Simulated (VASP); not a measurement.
Input of a VASP 6.6.1 run:

INCAR

```
SYSTEM = La
ALGO = Normal
EDIFF = 1E-6
ENCUT = 520
GGA = PE
ISIF = 2
ISMEAR = -1
LASPH = .TRUE.
LCHARG = .FALSE.
LREAL = .FALSE.
LWAVE = .FALSE.
NBANDS = 12
NELM = 80
PREC = Accurate
SIGMA = 0.05
```

Contents of KPOINTS:

```
k-points
0
G
  11 11 11
  0 0 0
```

File POSCAR:

```
La
1.0
    0.0000000000      2.6219106939      2.7009600000
    2.6219106939      0.0000000000      2.7009600000
    2.6219106939      2.6219106939      0.0000000000
La
1
Direct
    0.0000000000      0.0000000000      0.0000000000
```

Potentials or basis: VASP PAW PBE potentials, release 64 (La).

Command:

```console
$ cat potpaw_PBE.64/La/POTCAR > POTCAR
$ mpirun -np 1 vasp_std > vasp.out
```

(1) Estimate the pressure.

## Answers

(1) -0.1 GPa.
